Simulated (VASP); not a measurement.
# KCl (Fm-3m) in VASP: notebook

Runs on KCl. Level: PBEsol. Tasks: single point, relaxation of cell and atoms.

All numbers are computed with VASP 6.6.1; they aren't measurements. Logs are shortened: lines on timing, memory, paths and dates and some standing lists are left out, and cuts for length are marked.

## (1) The cell of the first run

Symmetry: Fm-3m, No. 225, cubic system. Conventional cell: a = 6.243 Å, b = 6.243 Å, c = 6.243 Å, α = 90.00°, β = 90.00°, γ = 90.00°. K (site symmetry m-3m) has 6 Cl at 3.12 Å within 4.1 Å. Cl (site symmetry m-3m) has 6 K at 3.12 Å within 4.1 Å.

## (2) Single point, PBEsol

File INCAR:

```
SYSTEM = KCl
ALGO = Normal
EDIFF = 1E-6
ENCUT = 520
GGA = PS
ISIF = 2
ISMEAR = 0
LASPH = .TRUE.
LCHARG = .TRUE.
LELF = .TRUE.
LREAL = .FALSE.
LVHAR = .TRUE.
LWAVE = .FALSE.
NBANDS = 15
NELM = 60
PREC = Accurate
SIGMA = 0.01
```

File KPOINTS:

```
k-points
0
G
  6 6 6
  0 0 0
```

File POSCAR:

```
KCl
1.0
    3.1212775812      3.1212775812      0.0000000000
   -3.1212775812      3.1212775812      0.0000000000
    0.0000000000      3.1212775812      3.1212775812
K Cl
1 1
Direct
    0.0000000000      0.0000000000      0.0000000000
    0.5000000000      0.5000000000      0.0000000000
```

Potentials or basis: VASP PAW PBE potentials, release 64 (K_sv, Cl).

Launch:

```bash
> cat potpaw_PBE.64/K_sv/POTCAR potpaw_PBE.64/Cl/POTCAR > POTCAR
> mpirun -np 1 vasp_std > vasp.out
```

OUTCAR:

```text
SYSTEM = KCl
   EDIFF = 1E-6
   ENCUT = 520
   GGA = PS
   ISIF = 2
   ISMEAR = 0
   LASPH = .TRUE.
   LREAL = .FALSE.
   NELM = 60
   PREC = Accurate

 ion  position               nearest neighbor table
   1  0.000  0.000  0.000-   2 3.12   2 3.12   2 3.12   2 3.12   2 3.12   2 3.12
   2  0.500  0.500  0.000-   1 3.12   1 3.12   1 3.12   1 3.12   1 3.12   1 3.12

  LATTYP: Found a face centered cubic cell.
 ALAT       =     6.2425551624

  Lattice vectors:

 A1 = (   0.0000000000,   3.1212775812,   3.1212775812)
 A2 = (   3.1212775812,   0.0000000000,   3.1212775812)
 A3 = (   3.1212775812,   3.1212775812,   0.0000000000)

Analysis of symmetry for initial positions (statically):
=====================================================================
 Subroutine PRICEL returns:
 Original cell was already a primitive cell.

 Routine SETGRP: Setting up the symmetry group for a
 face centered cubic supercell.

 Subroutine GETGRP returns: Found 48 space group operations
 (whereof 48 operations were pure point group operations)
 out of a pool of 48 trial point group operations.

The static configuration has the point symmetry O_h .

Analysis of symmetry for dynamics (positions and initial velocities):
=====================================================================
 Subroutine PRICEL returns:
 Original cell was already a primitive cell.

 Routine SETGRP: Setting up the symmetry group for a
 face centered cubic supercell.

 Subroutine GETGRP returns: Found 48 space group operations
 (whereof 48 operations were pure point group operations)
 out of a pool of 48 trial point group operations.

The dynamic configuration has the point symmetry O_h .

 Subroutine INISYM returns: Found 48 space group operations
 (whereof 48 operations are pure point group operations),
 and found     1 'primitive' translations

----------------------------------------------------------------------------------------

                                     Primitive cell

  volume of cell :      60.8173

  direct lattice vectors                    reciprocal lattice vectors
     3.121277581  3.121277581  0.000000000     0.160190815  0.160190815 -0.160190815
    -3.121277581  3.121277581  0.000000000    -0.160190815  0.160190815 -0.160190815
     0.000000000  3.121277581  3.121277581     0.000000000  0.000000000  0.320381630

  length of vectors
[... 82 lines left out ...]
   TEBEG  =    0.0;   TEEND  =   0.0 temperature during run
   PSTRESS=    0.0 pullay stress
   NELECT =      16.0000    total number of electrons
   NUPDOWN=      -1.0000    fix difference up-down
   EMIN   =  10.00;   EMAX   =-10.00  energy-range for DOS
   EFERMI =   0.00;   METHOD = LEGACY
   ISMEAR =     0;   SIGMA  =   0.01  broadening in eV -4-tet -1-fermi 0-gaus
   EFERMI_NEDOS =   21; number of points for ismear=-14 and -15
   IALGO  =     38    algorithm
   IMIX   =      4    mixing-type and parameters
     AMIX     =   0.40;   BMIX     =  1.00
     AMIX_MAG =   1.60;   BMIX_MAG =  1.00
  volume/ion in A,a.u.               =      30.41       205.21
  Fermi-wavevector in a.u.,A,eV,Ry     =   1.048993  1.982309 14.971654  1.100386
  Thomas-Fermi vector in A             =   2.183937
   LORBIT       =      0    0 simple, 1 ext, 2 COOP (PROOUT), +10 PAW based schemes
   GGA     = PS    functional components
   LHFCALC =     F    Hartree Fock is set to
   AEXX    =    0.0000 exact exchange contribution
   IVDW    =     0    specifies the selected vdW correction
   LEPSILON=     F    determine dielectric tensor
   LRPA    =     F    only Hartree local field effects (RPA)
 non-spin polarized calculation
 Gauss-broadening in eV      SIGMA  =   0.01
  energy-cutoff  :      520.00
  volume of cell :       60.82
 maximum number of plane-waves:      1660
 NGX is ok and might be reduce to    36
   NGX = 17   NGY = 17   NGZ = 17

 number of electron      16.0000002 magnetization

 Free energy of the ion-electron system (eV)
  ---------------------------------------------------
  ext. energy  EPLUGINS =         0.00000000
  ---------------------------------------------------
  free energy    TOTEN  =        -7.02314718 eV

  energy without entropy =       -7.02314718  energy(sigma->0) =       -7.02314718

 E-fermi :  -1.7139     XC(G=0):  -7.8250

 val. band max:       -1.8093013799   @ k =   0.0000   0.0000   0.0000
 cond. band min:       3.2903758945   @ k =   0.0000   0.0000   0.0000
 fundamental gap:      5.0996772744
 Fermi energy:        -1.7138960801

 k-point     1 :       0.0000    0.0000    0.0000
  band No.  band energies     occupation
      1     -28.7959      2.00000
      2     -13.9288      2.00000
      3     -12.3230      2.00000
      4     -12.3230      2.00000
      5     -12.3230      2.00000
      6      -1.8093      2.00000
      7      -1.8093      2.00000
      8      -1.8093      2.00000
      9       3.2904      0.00000
     10       6.4934      0.00000
     11       6.4934      0.00000
     12       6.4934      0.00000
     13       7.3942      0.00000
     14       7.3942      0.00000
[... 257 lines left out ...]
      2     -13.8969      2.00000
      3     -12.4611      2.00000
      4     -12.4115      2.00000
      5     -12.2674      2.00000
      6      -2.4124      2.00000
      7      -2.2630      2.00000
      8      -2.1876      2.00000
      9       5.3213      0.00000
     10       7.0578      0.00000
     11       7.2743      0.00000
     12       8.3852      0.00000
     13       9.1682      0.00000
     14       9.9894      0.00000
     15      10.5617      0.00000

------------------------ aborting loop because EDIFF is reached ----------------------------------------

  FORCE on cell =-STRESS in cart. coord.  units (eV):
  Direction    XX          YY          ZZ          XY          YZ          ZX
  --------------------------------------------------------------------------------------
  -------------------------------------------------------------------------------------
  Total        0.0208221      0.0208221      0.0208221      0.0000000     -0.0000000      0.0000000
  in kB        0.5485391      0.5485391      0.5485391      0.0000000     -0.0000000      0.0000000
  external PRESSURE =       0.5485391 kB  Pullay stress =       0.0000000 kB

 VOLUME and BASIS-vectors are now :
 -----------------------------------------------------------------------------
  energy-cutoff  :      520.00
  volume of cell :       60.82
      direct lattice vectors                 reciprocal lattice vectors
     3.121277581  3.121277581  0.000000000     0.160190815  0.160190815 -0.160190815
    -3.121277581  3.121277581  0.000000000    -0.160190815  0.160190815 -0.160190815
     0.000000000  3.121277581  3.121277581     0.000000000  0.000000000  0.320381630

 POSITION                                       TOTAL-FORCE (eV/Angst)
 -----------------------------------------------------------------------------------
      0.00000      0.00000      0.00000        -0.000000     -0.000000      0.000000
      0.00000      3.12128      0.00000         0.000000      0.000000      0.000000
 -----------------------------------------------------------------------------------
    total drift:                               -0.000000      0.000000     -0.000000

  FREE ENERGIE OF THE ION-ELECTRON SYSTEM (eV)
  ---------------------------------------------------
  free  energy   TOTEN  =        -7.0231471796 eV

  energy  without entropy=       -7.0231471796  energy(sigma->0) =       -7.02314718
```

Run time: 8 s. Hardware: 1 thread of Intel Xeon 6975P-C (Granite Rapids), shared host; peak memory 0.2 GiB.

Results:

- Free energy: -7.0231 eV
- Pressure: 0.1 GPa
- Band gap on the k mesh: 5.10 eV, direct

Caveat: the PAW data sets were made with another functional, which shifts forces and pressure a little.

## (3) Single point, PBEsol

File INCAR:

```
SYSTEM = KCl
PREC = Accurate ; ENCUT = 520
EDIFF = 1E-6 ; ISMEAR = -1
SIGMA = 0.05 ; LREAL = .FALSE.
LASPH = .TRUE. ; NELM = 100
ALGO = Normal ; ISIF = 2
LWAVE = .FALSE. ; LCHARG = .FALSE.
GGA = PS ; NBANDS = 15
```

File KPOINTS:

```
regular mesh
0
G
  10 10 10
  0 0 0
```

File POSCAR:

```
KCl
1.0
    3.1212775811      3.1212775811      0.0000000000
   -3.1212775811      3.1212775811      0.0000000000
    0.0000000000      3.1212775811      3.1212775811
K Cl
1 1
Direct
    0.0000000000      0.0000000000      0.0000000000
    0.5000000000      0.5000000000      0.0000000000
```

Potentials or basis: VASP PAW PBE potentials, release 64 (K_sv, Cl).

Launch:

```bash
> cat potpaw_PBE.64/K_sv/POTCAR potpaw_PBE.64/Cl/POTCAR > POTCAR
> mpirun -np 1 vasp_std > vasp.out
```

OUTCAR:

```text
SYSTEM = KCl
   PREC = Accurate
   ENCUT = 520
   EDIFF = 1E-6
   ISMEAR = -1
   LREAL = .FALSE.
   LASPH = .TRUE.
   NELM = 100
   ISIF = 2
   GGA = PS

 ion  position               nearest neighbor table
   1  0.000  0.000  0.000-   2 3.12   2 3.12   2 3.12   2 3.12   2 3.12   2 3.12
   2  0.500  0.500  0.000-   1 3.12   1 3.12   1 3.12   1 3.12   1 3.12   1 3.12

  LATTYP: Found a face centered cubic cell.
 ALAT       =     6.2425551622

  Lattice vectors:

[... 609 lines left out ...]
      9       5.6206      0.00000
     10       6.8639      0.00000
     11       7.9536      0.00000
     12       8.2535      0.00000
     13       9.0745      0.00000
     14       9.4506      0.00000
     15      10.6064      0.00000

 [... further k-points ...]
[... 5 lines left out ...]
  --------------------------------------------------------------------------------------
  -------------------------------------------------------------------------------------
  Total        0.0202642      0.0202642      0.0202642      0.0000000     -0.0000000      0.0000000
  in kB        0.5338418      0.5338418      0.5338418      0.0000000     -0.0000000      0.0000000
  external PRESSURE =       0.5338418 kB  Pullay stress =       0.0000000 kB

 VOLUME and BASIS-vectors are now :
 -----------------------------------------------------------------------------
  energy-cutoff  :      520.00
  volume of cell :       60.82
      direct lattice vectors                 reciprocal lattice vectors
     3.121277581  3.121277581  0.000000000     0.160190815  0.160190815 -0.160190815
    -3.121277581  3.121277581  0.000000000    -0.160190815  0.160190815 -0.160190815
     0.000000000  3.121277581  3.121277581     0.000000000  0.000000000  0.320381630

 POSITION                                       TOTAL-FORCE (eV/Angst)
 -----------------------------------------------------------------------------------
      0.00000      0.00000      0.00000        -0.000000     -0.000000      0.000000
      0.00000      3.12128      0.00000         0.000000      0.000000      0.000000
 -----------------------------------------------------------------------------------
    total drift:                               -0.000000      0.000000     -0.000000

  FREE ENERGIE OF THE ION-ELECTRON SYSTEM (eV)
  ---------------------------------------------------
  free  energy   TOTEN  =        -7.0231637064 eV

  energy  without entropy=       -7.0231637064  energy(sigma->0) =       -7.02316371
```

stdout:

```text
POSCAR found type information on POSCAR K Cl
 POSCAR found :  2 types and       2 ions
 scaLAPACK will be used
 -----------------------------------------------------------------------------
|                                                                             |
|                                                                             |
|     You enforced a specific xc type in the INCAR file but a different       |
|     I HOPE YOU KNOW WHAT YOU ARE DOING!                                     |
|                                                                             |
 -----------------------------------------------------------------------------

 LDA part: xc-table for (Slater+PW92), standard interpolation
 POSCAR, INCAR and KPOINTS ok, starting setup
 FFT: planning ... GRIDC
 FFT: planning ... GRID_SOFT
 FFT: planning ... GRID
 WAVECAR not read
 entering main loop
```

Wall time 17 s (1 thread of Intel Xeon 6975P-C (Granite Rapids), shared host); peak memory 0.22 GiB.

What came out:

* Free energy: -7.0232 eV
* Pressure: 0.1 GPa
* Band gap on the k mesh: 5.10 eV, direct

Levels at points of the mesh, in eV from the valence-band top:
| k point | band 5 | band 6 | band 7 | band 8 | band 9 | band 10 | band 11 | band 12 |
| --- | --- | --- | --- | --- | --- | --- | --- | --- |
| (0.00, 0.00, 0.00) | -10.51 | 0.00 | 0.00 | 0.00 | 5.10 | 8.30 | 8.30 | 8.30 |
| (0.50, 0.00, 0.00) | -10.26 | -1.13 | -0.35 | -0.35 | 7.49 | 8.58 | 10.56 | 10.56 |
| (0.50, 0.50, 0.00) | -10.58 | -0.69 | -0.23 | -0.23 | 6.38 | 8.33 | 10.04 | 10.23 |

Caveat: the PAW data sets were made with another functional, which shifts forces and pressure a little. A hybrid or GW would open this gap; PBEsol tends to underestimate it.

[end of part 1 of 2]
